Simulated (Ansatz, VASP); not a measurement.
# MnO: VASP beside Ansatz

INCAR

```
SYSTEM = MnO
PREC = Accurate ; ENCUT = 520
EDIFF = 1E-6 ; ISMEAR = 0
SIGMA = 0.15 ; LREAL = .FALSE.
LASPH = .TRUE. ; NELM = 150
ALGO = Fast ; ISIF = 2
LWAVE = .FALSE. ; LCHARG = .TRUE.
ISPIN = 2 ; MAGMOM = 4.41 0.25
LORBIT = 11 ; LMAXMIX = 4
GGA = PS ; LELF = .TRUE.
LVHAR = .TRUE. ; NBANDS = 20
```

The input KPOINTS:

```
Automatic mesh
0
G
  18 18 18
  0 0 0
```

POSCAR

```
MnO
1.0
    0.0000000000      2.2220000000      2.2220000000
    2.2220000000      0.0000000000      2.2220000000
    2.2220000000      2.2220000000      0.0000000000
Mn O
1 1
Direct
    0.0000000000      0.0000000000      0.0000000000
    0.3649864986      0.5000000000      0.5000000000
```

Input for Ansatz:

```yaml
crystal:
  lattice:
    - [0.0, 2.222, 2.222]
    - [2.222, 0.0, 2.222]
    - [2.222, 2.222, 0.0]
  atoms:
    - { symbol: Mn, position: [0.0, 0.0, 0.0], spin: 4.41 }
    - { symbol: O, position: [0.3649864986, 0.5, 0.5], spin: 0.25 }
basis:
  ecutwfc: 420
kpoints:
  mp_grid: { grid: [18, 18, 18] }
hamiltonian:
  xc: pbesol
scf:
  occupations: { method: gaussian, width: 0.15 }
output:
  forces: true
  stress: true
  eigenvalues: true
  populations: true
magnetization:
  spin_polarized: true
```

Alike in both runs: task single point; functional PBEsol; k mesh 18 × 18 × 18; occupations gaussian, width 0.15 eV; collinear spin.

```csv
,VASP,Ansatz
version,VASP 6.6.1,Ansatz 0.2.0
potentials or method,"VASP PAW PBE potentials, release 64 (Mn_pv, O), cutoff 520 eV","scalar-relativistic, plane waves, PAW"
valence electrons in the cell,19,21
```

|  | VASP | Ansatz | Ansatz less VASP |
| --- | --- | --- | --- |
| gap on the k mesh at the Fermi level (eV) | none | none | - |
| pressure (GPa) | 7.8 | 7.3 | -0.45 |
| traceless stress, the component that is largest in VASP (GPa) | -8.73 | -8.42 | +0.304 |
| rms of the force components (eV/Å) | 0.851 | 0.814 | -0.0374 |
| net moment per atom (μB) | 2.43 | 2.43 | +0.001 |
| size of the moment on the site where the two differ most (μB) | 4.32 | 3.75 | -0.573 |

VASP's potentials were made for PBE, not for PBEsol. Site moments also hang on the region over which each program counts them. Atom by atom the forces differ by 0.037 eV/Å (rms over components). A gap of «none» marks a metal or a gap that the smearing closes. VASP's potentials hold 19 valence electrons a cell and Ansatz's 21, so a difference there can come from the potentials and not from the codes.
